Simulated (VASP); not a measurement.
# In3GeO2 (P6mm) in VASP: notebook

The runs below take In3GeO2 through single point, relaxation of cell and atoms, with PBE.

Program: VASP 6.6.1. These are calculated values, not measurements. Logs are shortened: lines on timing, memory, paths and dates and some standing lists are left out, and cuts for length are marked.

## (1) The cell of the first run

It takes space group P6mm (No. 183, hexagonal). Conventional cell: a = 4.941 Å, b = 4.941 Å, c = 5.718 Å, α = 90.00°, β = 90.00°, γ = 120.00°. Within 2.7 Å of In (site symmetry 3m) lie 1 O at 2.04 Å. Within 3.7 Å of In (site symmetry 6mm) lie 2 Ge at 2.68 to 3.04 Å and 6 O at 2.86 Å and 6 In at 3.62 Å. Within 3.5 Å of Ge (site symmetry 6mm) lie 8 In at 2.68 to 3.04 Å. Within 2.7 Å of O (site symmetry 3m) lie 1 In at 2.04 Å.

The cell was built from a structure type or drawn by symmetry, and may not be a known phase.

## (2) Single point, PBE

Input file INCAR:

```
PREC     = Accurate       # precision mode
ENCUT    = 520            # plane-wave cutoff, eV
EDIFF    = 1E-7           # SCF threshold, eV
ISMEAR   = 0              # smearing method
SIGMA    = 0.1            # smearing width, eV
LREAL    = False          # projectors in reciprocal space
LASPH    = True           # aspherical terms in the spheres
NELM     = 80             # most SCF steps
ALGO     = Normal         # electronic algorithm
ISIF     = 2              # what is computed and relaxed
LWAVE    = False          # write WAVECAR
LCHARG   = False          # write CHGCAR
GGA      = PE             # functional
NBANDS   = 42             # bands
```

Input file KPOINTS:

```
Automatic mesh
0
Gamma
  6 6 4
```

Input file POSCAR:

```
In3GeO2
1.0
    4.9409128267      0.0000000000      0.0000000000
   -2.4704564134      4.2789560258      0.0000000000
    0.0000000000      0.0000000000      5.7183834164
In Ge O
3 1 2
Direct
    0.3333333333      0.6666666667      0.5639481665
    0.6666666667      0.3333333333      0.5639481665
    0.0000000000      0.0000000000      0.9543635815
    0.0000000000      0.0000000000      0.4231753155
    0.3333333333      0.6666666667      0.9209786750
    0.6666666667      0.3333333333      0.9209786750
```

Potentials or basis: VASP PAW PBE potentials, release 64 (In_d, Ge_d, O).

Started as:

```console
$ cat potpaw_PBE.64/In_d/POTCAR potpaw_PBE.64/Ge_d/POTCAR potpaw_PBE.64/O/POTCAR > POTCAR
$ mpirun -np 1 vasp_std > vasp.out
```

OUTCAR:

```text
PREC = Accurate
   ENCUT = 520
   EDIFF = 1E-7
   ISMEAR = 0
   LREAL = False
   LASPH = True
   NELM = 80
   ISIF = 2
   GGA = PE

 ion  position               nearest neighbor table
   1  0.333  0.667  0.564-   5 2.04   2 2.85   2 2.85   2 2.85   4 2.96   4 2.96   4 2.96   3 3.62
                             3 3.62   3 3.62
   2  0.667  0.333  0.564-   6 2.04   1 2.85   1 2.85   1 2.85   4 2.96   4 2.96   4 2.96   3 3.62
                             3 3.62   3 3.62
   3  0.000  0.000  0.954-   4 2.68   5 2.86   6 2.86   6 2.86   5 2.86   6 2.86   5 2.86   4 3.04
                             1 3.62   2 3.62   1 3.62   2 3.62   2 3.62   1 3.62
   4  0.000  0.000  0.423-   3 2.68   2 2.96   1 2.96   2 2.96   1 2.96   2 2.96   1 2.96   3 3.04

   5  0.333  0.667  0.921-   1 2.04   3 2.86   3 2.86   3 2.86
   6  0.667  0.333  0.921-   2 2.04   3 2.86   3 2.86   3 2.86

  LATTYP: Found a hexagonal cell.
 ALAT       =     4.9409128267
 C/A-ratio  =     1.1573536342

  Lattice vectors:

 A1 = (   4.9409128267,   0.0000000000,   0.0000000000)
 A2 = (  -2.4704564134,   4.2789560258,   0.0000000000)
 A3 = (   0.0000000000,   0.0000000000,   5.7183834164)

Analysis of symmetry for initial positions (statically):
=====================================================================
 Subroutine PRICEL returns:
 Original cell was already a primitive cell.

 Routine SETGRP: Setting up the symmetry group for a
 hexagonal supercell.

 Subroutine GETGRP returns: Found 12 space group operations
 (whereof 12 operations were pure point group operations)
 out of a pool of 24 trial point group operations.

The static configuration has the point symmetry C_6v.

Analysis of symmetry for dynamics (positions and initial velocities):
=====================================================================
 Subroutine PRICEL returns:
 Original cell was already a primitive cell.

 Routine SETGRP: Setting up the symmetry group for a
 hexagonal supercell.

 Subroutine GETGRP returns: Found 12 space group operations
 (whereof 12 operations were pure point group operations)
 out of a pool of 24 trial point group operations.

The dynamic configuration has the point symmetry C_6v.

 Subroutine INISYM returns: Found 12 space group operations
 (whereof 12 operations are pure point group operations),
 and found     1 'primitive' translations

----------------------------------------------------------------------------------------

                                     Primitive cell

  volume of cell :     120.8978

  direct lattice vectors                    reciprocal lattice vectors
     4.940912827  0.000000000  0.000000000     0.202391751  0.116850932  0.000000000
    -2.470456413  4.278956026  0.000000000     0.000000000  0.233701864  0.000000000
     0.000000000  0.000000000  5.718383416     0.000000000  0.000000000  0.174874598

  length of vectors
     4.940912827  4.940912827  5.718383416     0.233701864  0.233701864  0.174874598

  position of ions in fractional coordinates (direct lattice)
     0.333333333  0.666666667  0.563948166
     0.666666667  0.333333333  0.563948166
     0.000000000  0.000000000  0.954363581
     0.000000000  0.000000000  0.423175316
     0.333333333  0.666666667  0.920978675
     0.666666667  0.333333333  0.920978675

  ion indices of the primitive-cell ions
   primitive index   ion index
                 1           1
                 2           2
                 3           3
                 4           4
                 5           5
                 6           6

----------------------------------------------------------------------------------------

 KPOINTS: Automatic mesh

Automatic generation of k-mesh.
 Grid dimensions read from file:
 generate k-points for:    6    6    4

 Generating k-lattice:

  Cartesian coordinates                     Fractional coordinates (reciprocal lattice)
     0.033731959  0.019475155  0.000000000     0.166666667 -0.000000000  0.000000000
     0.000000000  0.038950311  0.000000000     0.000000000  0.166666667  0.000000000
     0.000000000  0.000000000  0.043718649     0.000000000  0.000000000  0.250000000

  Length of vectors
     0.038950311  0.038950311  0.043718649

  Shift w.r.t. Gamma in fractional coordinates (k-lattice)
     0.000000000  0.000000000  0.000000000

 Subroutine IBZKPT returns following result:
 ===========================================

 Found     21 irreducible k-points:

 Following reciprocal coordinates:
            Coordinates               Weight
  0.000000  0.000000  0.000000      1.000000
  0.166667  0.000000  0.000000      6.000000
  0.333333 -0.000000  0.000000      6.000000
  0.500000  0.000000  0.000000      3.000000
  0.166667  0.166667  0.000000      6.000000
  0.333333  0.166667  0.000000     12.000000
[... 13 lines left out ...]
  0.333333  0.166667  0.500000     12.000000
  0.333333  0.333333  0.500000      2.000000
   k-points           NKPTS =     21   k-points in BZ     NKDIM =     21   number of bands    NBANDS=     42
   number of dos      NEDOS =    301   number of ions     NIONS =      6
   total plane-waves  NPLWV =  76800
   dimension x,y,z NGX =    40 NGY =   40 NGZ =   48
   dimension x,y,z NGXF=    80 NGYF=   80 NGZF=   96
   ions per type =               3   1   2
   NGX,Y,Z   is equivalent  to a cutoff of  13.46, 13.46, 13.95 a.u.
   NGXF,Y,Z  is equivalent  to a cutoff of  26.92, 26.92, 27.91 a.u.
 SYSTEM =  unknown system
   PREC   = accura    normal or accurate (medium, high low for compatibility)
   ISTART =      0    job   : 0-new  1-cont  2-samecut
   ICHARG =      2    charge: 1-file 2-atom 10-const
   ISPIN  =      1    spin polarized calculation?
   LNONCOLLINEAR =      F non collinear calculations
   LSORBIT =      F    spin-orbit coupling
   LASPH  =      T    aspherical Exc in radial PAW
   ENCUT  =  520.0 eV  38.22 Ry    6.18 a.u.   9.19  9.19 10.63*2*pi/ulx,y,z
   NELM   =     80;   NELMIN=  2; NELMDL= -5     # of ELM steps
   EDIFF  = 0.1E-06   stopping-criterion for ELM
   LREAL  =      F    real-space projection
   EDIFFG = 0.1E-05   stopping-criterion for IOM
   NSW    =      0    number of steps for IOM
   IBRION =     -1    ionic relax: 0-MD 1-quasi-New 2-CG
   NFREE  =      0    steps in history (QN), initial steepest desc. (CG)
   ISIF   =      2    stress and relaxation
   ISYM   =      2    0-nonsym 1-usesym 2-fastsym
   POTIM  = 0.5000    time-step for ionic-motion
   TEBEG  =    0.0;   TEEND  =   0.0 temperature during run
   PSTRESS=    0.0 pullay stress
   NELECT =      65.0000    total number of electrons
   NUPDOWN=      -1.0000    fix difference up-down
   EMIN   =  10.00;   EMAX   =-10.00  energy-range for DOS
   EFERMI =   0.00;   METHOD = LEGACY
   ISMEAR =     0;   SIGMA  =   0.10  broadening in eV -4-tet -1-fermi 0-gaus
   EFERMI_NEDOS =   21; number of points for ismear=-14 and -15
   IALGO  =     38    algorithm
   IMIX   =      4    mixing-type and parameters
     AMIX     =   0.40;   BMIX     =  1.00
     AMIX_MAG =   1.60;   BMIX_MAG =  1.00
  volume/ion in A,a.u.               =      20.15       135.98
  Fermi-wavevector in a.u.,A,eV,Ry     =   1.331189  2.515583 24.110411  1.772065
  Thomas-Fermi vector in A             =   2.460219
   LORBIT       =      0    0 simple, 1 ext, 2 COOP (PROOUT), +10 PAW based schemes
   GGA     = PE    functional components
   LHFCALC =     F    Hartree Fock is set to
   AEXX    =    0.0000 exact exchange contribution
   IVDW    =     0    specifies the selected vdW correction
   LEPSILON=     F    determine dielectric tensor
   LRPA    =     F    only Hartree local field effects (RPA)
 non-spin polarized calculation
 Gauss-broadening in eV      SIGMA  =   0.10
  energy-cutoff  :      520.00
  volume of cell :      120.90
 maximum number of plane-waves:      3268
 NGX is ok and might be reduce to    40
   NGX = 19   NGY = 19   NGZ = 21

 number of electron      65.0000002 magnetization

 Free energy of the ion-electron system (eV)
  ---------------------------------------------------
  ext. energy  EPLUGINS =         0.00000000
  ---------------------------------------------------
  free energy    TOTEN  =       -22.51339362 eV

  energy without entropy =      -22.50862061  energy(sigma->0) =      -22.51100711

 E-fermi :   5.1496     XC(G=0): -10.0257

 val. band max:        5.0581899860   @ k =   0.0000   0.0000   0.0000
 cond. band min:       5.2436420759   @ k =   0.3333   0.1667   0.0000
 fundamental gap:      0.1854520899
 Fermi energy:         5.1496289118

 k-point     1 :       0.0000    0.0000    0.0000
  band No.  band energies     occupation
      1     -19.4033      2.00000
      2     -19.4033      2.00000
      3     -19.3497      2.00000
      4     -19.3497      2.00000
      5     -19.3485      2.00000
      6     -11.8076      2.00000
[... 34 lines left out ...]
     41      11.9924      0.00000
     42      11.9924      0.00000

 k-point     2 :       0.1667    0.0000    0.0000
  band No.  band energies     occupation
      1     -19.4034      2.00000
      2     -19.4032      2.00000
      3     -19.3498      2.00000
      4     -19.3497      2.00000
      5     -19.3484      2.00000
      6     -11.7683      2.00000
[... 34 lines left out ...]
     41      11.6445      0.00000
     42      12.5011      0.00000

 k-point     3 :       0.3333   -0.0000    0.0000
  band No.  band energies     occupation
      1     -19.4035      2.00000
      2     -19.4031      2.00000
      3     -19.3499      2.00000
      4     -19.3496      2.00000
      5     -19.3483      2.00000
      6     -11.6695      2.00000
[... 762 lines left out ...]
      4     -19.3495      2.00000
      5     -19.3463      2.00000
      6     -11.5736      2.00000
[... 34 lines left out ...]
     41      11.9214      0.00000
     42      12.5316      0.00000

 k-point    21 :       0.3333    0.3333    0.5000
  band No.  band energies     occupation
      1     -19.4033      2.00000
      2     -19.4033      2.00000
      3     -19.3496      2.00000
      4     -19.3496      2.00000
      5     -19.3463      2.00000
      6     -11.4855      2.00000
[... 34 lines left out ...]
     41      12.4033      0.00000
     42      13.5150      0.00000

------------------------ aborting loop because EDIFF is reached ----------------------------------------

  FORCE on cell =-STRESS in cart. coord.  units (eV):
  Direction    XX          YY          ZZ          XY          YZ          ZX
  --------------------------------------------------------------------------------------
  -------------------------------------------------------------------------------------
  Total       -0.3132758     -0.3132758      0.1495993      0.0000000      0.0000000      0.0000000
  in kB       -4.1516350     -4.1516350      1.9825389      0.0000000      0.0000000      0.0000000
  external PRESSURE =      -2.1069103 kB  Pullay stress =       0.0000000 kB

 VOLUME and BASIS-vectors are now :
 -----------------------------------------------------------------------------
  energy-cutoff  :      520.00
  volume of cell :      120.90
      direct lattice vectors                 reciprocal lattice vectors
     4.940912827  0.000000000  0.000000000     0.202391751  0.116850932  0.000000000
    -2.470456413  4.278956026  0.000000000     0.000000000  0.233701864  0.000000000
     0.000000000  0.000000000  5.718383416     0.000000000  0.000000000  0.174874598

 POSITION                                       TOTAL-FORCE (eV/Angst)
 -----------------------------------------------------------------------------------
     -0.00000      2.85264      3.22487        -0.000000     -0.000000     -0.089249
      2.47046      1.42632      3.22487         0.000000      0.000000     -0.089249
      0.00000      0.00000      5.45742        -0.000000      0.000000      0.041396
      0.00000      0.00000      2.41988        -0.000000     -0.000000     -0.010764
     -0.00000      2.85264      5.26651         0.000000     -0.000000      0.073933
      2.47046      1.42632      5.26651        -0.000000     -0.000000      0.073933
 -----------------------------------------------------------------------------------
    total drift:                                0.000000      0.000000     -0.001193

  FREE ENERGIE OF THE ION-ELECTRON SYSTEM (eV)
  ---------------------------------------------------
  free  energy   TOTEN  =       -22.5133936223 eV

  energy  without entropy=      -22.5086206064  energy(sigma->0) =      -22.51100711
```

Wall time 3 min (1 thread of Intel Xeon Platinum 8259CL at 2.50GHz (Skylake/Cascade Lake), shared host); peak memory 0.31 GiB.

What came out:

```
Free energy            : -22.5134 eV
Pressure               : -0.2 GPa
Largest force          : 0.089 eV/Å
Band gap on the k mesh : zero (an odd number of electrons rules out a gap without spin polarisation)
```

Forces in eV/Å, atoms in the order of the input:
```
In   0.000  0.000 -0.089
In   0.000  0.000 -0.089
In   0.000  0.000  0.041
Ge   0.000  0.000 -0.011
O    0.000  0.000  0.074
O    0.000  0.000  0.074
```

Stress tensor (GPa, compression positive):
```
-0.42  0.00  0.00
 0.00 -0.42  0.00
 0.00  0.00  0.20
```

Caveat: spin-orbit coupling is left out, which moves the levels of the heavy elements; an odd number of electrons without spin polarisation forces a metal; a magnetic or distorted state may lie lower.

[end of part 1 of 3]
